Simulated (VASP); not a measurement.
# TiO2 (I4_1/amd) in VASP: further runs

The runs below take TiO2 through single point, with PBE+U.

All numbers are computed with VASP 6.6.1; they aren't measurements. Logs are shortened: lines on timing, memory, paths and dates and some standing lists are left out, and cuts for length are marked.

### 1 The cell of the first run

Symmetry: I4_1/amd, No. 141, tetragonal system. The conventional cell has a = 3.817 Å, b = 3.817 Å, c = 9.780 Å, α = 90.00°, β = 90.00°, γ = 90.00°. Within 2.6 Å of Ti (site symmetry -4m2) lie 6 O at 1.94 to 2.11 Å. Within 2.8 Å of O (site symmetry 2mm) lie 3 Ti at 1.94 to 2.11 Å and 6 O at 2.60 to 2.78 Å.

### 2 Single point, PBE+U

Input file INCAR:

```
ALGO = Normal ; EDIFF = 1E-6
ENCUT = 520 ; GGA = PE
ISIF = 2 ; ISMEAR = 0
LASPH = T ; LCHARG = T
LDAU = T ; LDAUJ = 0 0
LDAUL = 2 -1 ; LDAUPRINT = 1
LDAUTYPE = 2 ; LDAUU = 4 0
LELF = T ; LMAXMIX = 4
LREAL = F ; LVHAR = T
LWAVE = F ; NBANDS = 33
NELM = 150 ; PREC = Accurate
SIGMA = 0.05
```

Input file KPOINTS:

```
k-points
0
Gamma
  8 8 8
```

Input file POSCAR:

```
TiO2
1.0
   -1.9086496194      1.9086496194      4.8899050332
    1.9086496194     -1.9086496194      4.8899050332
    1.9086496194      1.9086496194     -4.8899050332
Ti O
2 4
Direct
    0.0000000000      0.0000000000      0.0000000000
    0.7500000000      0.2500000000      0.5000000000
    0.2154529329      0.2154529329      0.0000000000
    0.9654529329      0.4654529329      0.5000000000
    0.5345470671      0.0345470671      0.5000000000
    0.7845470671      0.7845470671      0.0000000000
```

Potentials or basis: VASP PAW PBE potentials, release 64 (Ti_sv, O).

Started as:

```bash
$ cat potpaw_PBE.64/Ti_sv/POTCAR potpaw_PBE.64/O/POTCAR > POTCAR
$ mpirun -np 1 vasp_std > vasp.out
```

OUTCAR:

```text
EDIFF = 1E-6
   ENCUT = 520
   GGA = PE
   ISIF = 2
   ISMEAR = 0
   LASPH = T
   LREAL = F
   NELM = 150
   PREC = Accurate

 ion  position               nearest neighbor table
   1  0.000  0.000  0.000-   5 1.94   4 1.94   5 1.94   4 1.94   3 2.11   6 2.11
   2  0.750  0.250  0.500-   6 1.94   3 1.94   6 1.94   3 1.94   4 2.11   5 2.11
   3  0.215  0.215  0.000-   2 1.94   2 1.94   1 2.11
   4  0.965  0.465  0.500-   1 1.94   1 1.94   2 2.11
   5  0.535  0.035  0.500-   1 1.94   1 1.94   2 2.11
   6  0.785  0.785  0.000-   2 1.94   2 1.94   1 2.11

  LATTYP: Found a body centered tetragonal cell.
 ALAT       =     3.8172992388
 C/A-ratio  =     2.5619710310

  Lattice vectors:

 A1 = (  -1.9086496194,   1.9086496194,   4.8899050332)
 A2 = (   1.9086496194,  -1.9086496194,   4.8899050332)
 A3 = (   1.9086496194,   1.9086496194,  -4.8899050332)

Analysis of symmetry for initial positions (statically):
=====================================================================
 Subroutine PRICEL returns:
 Original cell was already a primitive cell.

 Routine SETGRP: Setting up the symmetry group for a
 body centered tetragonal supercell.

 Subroutine GETGRP returns: Found 16 space group operations
 (whereof  8 operations were pure point group operations)
 out of a pool of 16 trial point group operations.

The static configuration has the point symmetry D_2d.
 The point group associated with its full space group is D_4h.

Analysis of symmetry for dynamics (positions and initial velocities):
=====================================================================
 Subroutine PRICEL returns:
 Original cell was already a primitive cell.

 Routine SETGRP: Setting up the symmetry group for a
 body centered tetragonal supercell.

 Subroutine GETGRP returns: Found 16 space group operations
 (whereof  8 operations were pure point group operations)
 out of a pool of 16 trial point group operations.

The dynamic configuration has the point symmetry D_2d.
 The point group associated with its full space group is D_4h.

 Subroutine INISYM returns: Found 16 space group operations
 (whereof  8 operations are pure point group operations),
 and found     1 'primitive' translations

----------------------------------------------------------------------------------------

                                     Primitive cell

  volume of cell :      71.2546

  direct lattice vectors                    reciprocal lattice vectors
    -1.908649619  1.908649619  4.889905033     0.000000000  0.261965316  0.102251475
     1.908649619 -1.908649619  4.889905033     0.261965316  0.000000000  0.102251475
     1.908649619  1.908649619 -4.889905033     0.261965316  0.261965316  0.000000000

  length of vectors
     5.585432658  5.585432658  5.585432658     0.281213781  0.281213781  0.370474902

  position of ions in fractional coordinates (direct lattice)
     0.000000000  0.000000000  0.000000000
     0.750000000  0.250000000  0.500000000
     0.215452933  0.215452933  0.000000000
     0.965452933  0.465452933  0.500000000
     0.534547067  0.034547067  0.500000000
     0.784547067  0.784547067  0.000000000

  ion indices of the primitive-cell ions
   primitive index   ion index
                 1           1
                 2           2
                 3           3
                 4           4
                 5           5
                 6           6

[... 107 lines left out ...]
 Gauss-broadening in eV      SIGMA  =   0.05
  energy-cutoff  :      520.00
  volume of cell :       71.25
 maximum number of plane-waves:      1934
 NGX is ok and might be reduce to    42

atom =   1  type =  1  l = 2

 onsite density matrix

spin component  1

  0.1168 -0.0000  0.0000 -0.0000  0.0000
 -0.0000  0.0954 -0.0000  0.0000  0.0000
  0.0000 -0.0000  0.2216  0.0000 -0.0000
 -0.0000  0.0000  0.0000  0.0954 -0.0000
  0.0000  0.0000 -0.0000 -0.0000  0.2594

spin component  2

  0.1168 -0.0000  0.0000 -0.0000  0.0000
 -0.0000  0.0954 -0.0000  0.0000  0.0000
  0.0000 -0.0000  0.2216  0.0000 -0.0000
 -0.0000  0.0000  0.0000  0.0954 -0.0000
  0.0000  0.0000 -0.0000 -0.0000  0.2594

 occupancies and eigenvectors

  o =  0.0954  v =  0.0000 -0.3141 -0.0000 -0.9494  0.0000  0.0000  0.0000  0.0000  0.0000  0.0000      0.0000  0.0000  0.0000  0.0000  0.0000  0.0000  0.0000  0.0000  0.0000  0.0000
  o =  0.0954  v =  0.0000  0.0000  0.0000  0.0000  0.0000  0.0000 -0.3141 -0.0000 -0.9494  0.0000      0.0000  0.0000  0.0000  0.0000  0.0000  0.0000  0.0000  0.0000  0.0000  0.0000
  o =  0.0954  v =  0.0000  0.9494 -0.0000 -0.3141 -0.0000  0.0000  0.0000  0.0000  0.0000  0.0000      0.0000  0.0000  0.0000  0.0000  0.0000  0.0000  0.0000  0.0000  0.0000  0.0000
  o =  0.0954  v =  0.0000  0.0000  0.0000  0.0000  0.0000  0.0000  0.9494 -0.0000 -0.3141 -0.0000      0.0000  0.0000  0.0000  0.0000  0.0000  0.0000  0.0000  0.0000  0.0000  0.0000
  o =  0.1168  v =  0.0000  0.0000  0.0000  0.0000  0.0000  1.0000  0.0000  0.0000  0.0000  0.0000      0.0000  0.0000  0.0000  0.0000  0.0000  0.0000  0.0000  0.0000  0.0000  0.0000
  o =  0.1168  v =  1.0000  0.0000  0.0000  0.0000  0.0000  0.0000  0.0000  0.0000  0.0000  0.0000      0.0000  0.0000  0.0000  0.0000  0.0000  0.0000  0.0000  0.0000  0.0000  0.0000
  o =  0.2216  v =  0.0000 -0.0000 -1.0000  0.0000 -0.0000  0.0000  0.0000  0.0000  0.0000  0.0000      0.0000  0.0000  0.0000  0.0000  0.0000  0.0000  0.0000  0.0000  0.0000  0.0000
  o =  0.2216  v =  0.0000  0.0000  0.0000  0.0000  0.0000  0.0000 -0.0000 -1.0000  0.0000 -0.0000      0.0000  0.0000  0.0000  0.0000  0.0000  0.0000  0.0000  0.0000  0.0000  0.0000
  o =  0.2594  v =  0.0000  0.0000  0.0000  0.0000  0.0000  0.0000  0.0000 -0.0000  0.0000  1.0000      0.0000  0.0000  0.0000  0.0000  0.0000  0.0000  0.0000  0.0000  0.0000  0.0000
  o =  0.2594  v =  0.0000  0.0000 -0.0000  0.0000  1.0000  0.0000  0.0000  0.0000  0.0000  0.0000      0.0000  0.0000  0.0000  0.0000  0.0000  0.0000  0.0000  0.0000  0.0000  0.0000

atom =   2  type =  1  l = 2

 onsite density matrix

spin component  1

  0.1168  0.0000  0.0000 -0.0000  0.0000
  0.0000  0.0954 -0.0000  0.0000  0.0000
  0.0000 -0.0000  0.2216  0.0000 -0.0000
 -0.0000  0.0000  0.0000  0.0954 -0.0000
  0.0000  0.0000 -0.0000 -0.0000  0.2594

spin component  2

  0.1168  0.0000  0.0000 -0.0000  0.0000
  0.0000  0.0954 -0.0000  0.0000  0.0000
  0.0000 -0.0000  0.2216  0.0000 -0.0000
 -0.0000  0.0000  0.0000  0.0954 -0.0000
  0.0000  0.0000 -0.0000 -0.0000  0.2594

 occupancies and eigenvectors

  o =  0.0954  v =  0.0000  0.8958  0.0000 -0.4445 -0.0000  0.0000  0.0000  0.0000  0.0000  0.0000      0.0000  0.0000  0.0000  0.0000  0.0000  0.0000  0.0000  0.0000  0.0000  0.0000
  o =  0.0954  v =  0.0000  0.0000  0.0000  0.0000  0.0000  0.0000  0.8958  0.0000 -0.4445 -0.0000      0.0000  0.0000  0.0000  0.0000  0.0000  0.0000  0.0000  0.0000  0.0000  0.0000
  o =  0.0954  v =  0.0000  0.0000  0.0000  0.0000  0.0000  0.0000  0.4445  0.0000  0.8958 -0.0000      0.0000  0.0000  0.0000  0.0000  0.0000  0.0000  0.0000  0.0000  0.0000  0.0000
  o =  0.0954  v =  0.0000  0.4445  0.0000  0.8958 -0.0000  0.0000  0.0000  0.0000  0.0000  0.0000      0.0000  0.0000  0.0000  0.0000  0.0000  0.0000  0.0000  0.0000  0.0000  0.0000
  o =  0.1168  v =  0.0000  0.0000  0.0000  0.0000  0.0000  1.0000  0.0000  0.0000  0.0000  0.0000      0.0000  0.0000  0.0000  0.0000  0.0000  0.0000  0.0000  0.0000  0.0000  0.0000
  o =  0.1168  v =  1.0000  0.0000  0.0000  0.0000  0.0000  0.0000  0.0000  0.0000  0.0000  0.0000      0.0000  0.0000  0.0000  0.0000  0.0000  0.0000  0.0000  0.0000  0.0000  0.0000
  o =  0.2216  v =  0.0000 -0.0000  1.0000 -0.0000  0.0000  0.0000  0.0000  0.0000  0.0000  0.0000      0.0000  0.0000  0.0000  0.0000  0.0000  0.0000  0.0000  0.0000  0.0000  0.0000
  o =  0.2216  v =  0.0000  0.0000  0.0000  0.0000  0.0000  0.0000 -0.0000  1.0000 -0.0000  0.0000      0.0000  0.0000  0.0000  0.0000  0.0000  0.0000  0.0000  0.0000  0.0000  0.0000
  o =  0.2594  v =  0.0000 -0.0000 -0.0000 -0.0000 -1.0000  0.0000  0.0000  0.0000  0.0000  0.0000      0.0000  0.0000  0.0000  0.0000  0.0000  0.0000  0.0000  0.0000  0.0000  0.0000
  o =  0.2594  v =  0.0000  0.0000  0.0000  0.0000  0.0000  0.0000 -0.0000 -0.0000 -0.0000 -1.0000      0.0000  0.0000  0.0000  0.0000  0.0000  0.0000  0.0000  0.0000  0.0000  0.0000

 number of electron      48.0000000 magnetization

 Free energy of the ion-electron system (eV)
  ---------------------------------------------------
  ext. energy  EPLUGINS =         0.00000000
  ---------------------------------------------------
  free energy    TOTEN  =       -48.29900596 eV

  energy without entropy =      -48.29900596  energy(sigma->0) =      -48.29900596

 E-fermi :   3.7473     XC(G=0): -10.5630

 val. band max:        3.4604968170   @ k =   0.5000   0.5000   0.0000
 cond. band min:       5.7656056094   @ k =   0.0000   0.0000   0.0000
 fundamental gap:      2.3051087924
 Fermi energy:         3.7473205006

 k-point     1 :       0.0000    0.0000    0.0000
  band No.  band energies     occupation
      1     -54.4050      2.00000
      2     -54.3636      2.00000
      3     -30.7403      2.00000
      4     -30.5424      2.00000
      5     -30.5424      2.00000
      6     -30.4928      2.00000
[... 853 lines left out ...]
     32       9.0971      0.00000
     33      10.2895      0.00000

 [... further k-points ...]

------------------------ aborting loop because EDIFF is reached ----------------------------------------

  FORCE on cell =-STRESS in cart. coord.  units (eV):
  Direction    XX          YY          ZZ          XY          YZ          ZX
  --------------------------------------------------------------------------------------
  -------------------------------------------------------------------------------------
  Total        2.4809657      2.4809657     -4.0109245      0.0000000      0.0000000      0.0000000
  in kB       55.7851369     55.7851369    -90.1866456      0.0000000      0.0000000      0.0000000
  external PRESSURE =       7.1278760 kB  Pullay stress =       0.0000000 kB

 VOLUME and BASIS-vectors are now :
 -----------------------------------------------------------------------------
  energy-cutoff  :      520.00
  volume of cell :       71.25
      direct lattice vectors                 reciprocal lattice vectors
    -1.908649619  1.908649619  4.889905033     0.000000000  0.261965316  0.102251475
     1.908649619 -1.908649619  4.889905033     0.261965316  0.000000000  0.102251475
     1.908649619  1.908649619 -4.889905033     0.261965316  0.261965316  0.000000000

 POSITION                                       TOTAL-FORCE (eV/Angst)
 -----------------------------------------------------------------------------------
      0.00000      0.00000      0.00000        -0.000000     -0.000000     -0.000000
      0.00000      1.90865      2.44495        -0.000000     -0.000000     -0.000000
      0.00000      0.00000      2.10709        -0.000000      0.000000     -1.054634
      0.00000      1.90865      4.55204         0.000000     -0.000000     -1.054634
      0.00000      1.90865      0.33786         0.000000     -0.000000      1.054634
      0.00000      0.00000      7.67272        -0.000000      0.000000      1.054634
 -----------------------------------------------------------------------------------
    total drift:                                0.000000      0.000000     -0.000000

  FREE ENERGIE OF THE ION-ELECTRON SYSTEM (eV)
  ---------------------------------------------------
  free  energy   TOTEN  =       -48.2990059626 eV

  energy  without entropy=      -48.2990059626  energy(sigma->0) =      -48.29900596
```

Wall time 7.9 min (1 thread of Intel Xeon 8259CL, shared host); peak memory 0.32 GiB.

Results:

```yaml
Free_energy: -48.2990 eV
Pressure: 0.7 GPa
Largest_force: 1.055 eV/Å
Band_gap_on_the_k_mesh: 2.31 eV (least direct gap 2.85 eV)
```

Forces in eV/Å, atoms in the order of the input:
```
Ti   0.000  0.000  0.000
Ti   0.000  0.000  0.000
O    0.000  0.000 -1.055
O    0.000  0.000 -1.055
O    0.000  0.000  1.055
O    0.000  0.000  1.055
```

Eigenvalues of the final occupation matrices:
| site | spin | trace | eigenvalues |
| --- | --- | --- | --- |
| site 1 d | 1 | 0.79 | 0.10 0.10 0.12 0.22 0.26 |
| site 1 d | 2 | 0.79 | 0.10 0.10 0.12 0.22 0.26 |
| site 2 d | 1 | 0.79 | 0.10 0.10 0.12 0.22 0.26 |
| site 2 d | 2 | 0.79 | 0.10 0.10 0.12 0.22 0.26 |

Caveat: the stress differs along the axes, from -9 to 6 GPa; forces of over 1 eV/Å act on the atoms, so gaps and moduli don't describe the material at rest. A k mesh can miss the band edges.

### 3 Single point, PBE+U

This run uses another cell than the first one, of the same volume but with other edges.

Input file INCAR:

```
SYSTEM = TiO2
PREC     = Accurate       ! precision mode
ENCUT    = 520            ! plane-wave cutoff, eV
EDIFF    = 1E-6           ! SCF threshold, eV
ISMEAR   = 0              ! smearing method
SIGMA    = 0.05           ! smearing width, eV
LREAL    = .False.        ! projectors in reciprocal space
LASPH    = .True.         ! aspherical terms in the spheres
NELM     = 150            ! most SCF steps
ALGO     = Normal         ! electronic algorithm
ISIF     = 2              ! what is computed and relaxed
LWAVE    = .False.        ! write WAVECAR
LCHARG   = .False.        ! write CHGCAR
LMAXMIX  = 4              ! l up to which the mixer works
LDAU     = .True.         ! DFT+U
LDAUTYPE = 2            
LDAUL    = 2 -1           ! shell
LDAUU    = 4 0            ! U, eV
LDAUJ    = 0 0          
LDAUPRINT= 1            
GGA      = PE             ! functional
NBANDS   = 33             ! bands
```

Input file KPOINTS:

```
Automatic mesh
0
Gamma
  8 8 8
  0 0 0
```

POSCAR: that of step 2 with these lines changed.

```diff
@@ -2,5 +2,5 @@
 1.0
-   -1.9086496194      1.9086496194      4.8899050332
-    1.9086496194     -1.9086496194      4.8899050332
-    1.9086496194      1.9086496194     -4.8899050332
+   -2.0018915300      2.0018915300      4.4449999531
+    2.0018915300     -2.0018915300      4.4449999531
+    2.0018915300      2.0018915300     -4.4449999531
 Ti O
```

Potentials or basis: VASP PAW PBE potentials, release 64 (Ti_sv, O).

Started as:

```bash
$ cat potpaw_PBE.64/Ti_sv/POTCAR potpaw_PBE.64/O/POTCAR > POTCAR
$ mpirun -np 1 vasp_std > vasp.out
```

Wall time 5.8 min (1 thread of Intel Xeon 8259CL, shared host); peak memory 0.3 GiB.

Results (log left out):

- Free energy: -48.1799 eV
- Pressure: 1.9 GPa
- Largest force: 0.569 eV/Å
- Band gap on the k mesh: 2.35 eV (least direct gap 2.81 eV)

Forces in eV/Å, atoms in the order of the input:
```
Ti   0.000  0.000  0.000
Ti   0.000  0.000  0.000
O    0.000  0.000  0.569
O    0.000  0.000  0.569
O    0.000  0.000 -0.569
O    0.000  0.000 -0.569
```

Stress tensor (GPa, compression positive):
```
-5.95  0.00  0.00
 0.00 -5.95  0.00
 0.00  0.00 17.65
```

Levels at points of the mesh, in eV from the valence-band top:
| k point | band 22 | band 23 | band 24 | band 25 | band 26 | band 27 |
| --- | --- | --- | --- | --- | --- | --- |
| (0.00, 0.00, 0.00) | -0.53 | -0.53 | -0.46 | 2.35 | 3.40 | 3.88 |
| (0.50, 0.00, 0.00) | -0.96 | -0.82 | -0.45 | 3.49 | 3.58 | 3.81 |
| (0.50, 0.50, 0.00) | -1.82 | 0.00 | 0.00 | 3.85 | 3.85 | 4.15 |
| (0.50, 0.50, 0.50) | -1.20 | -0.40 | -0.40 | 2.85 | 2.85 | 3.91 |

Eigenvalues of the final occupation matrices:
```csv
site,spin,trace,eigenvalues
site 1 d,1,0.79,0.09 0.11 0.11 0.21 0.28
site 1 d,2,0.79,0.09 0.11 0.11 0.21 0.28
site 2 d,1,0.79,0.09 0.11 0.11 0.21 0.28
site 2 d,2,0.79,0.09 0.11 0.11 0.21 0.28
```

Caveat: the stress differs along the axes, from -6 to 18 GPa. A k mesh can miss the band edges.
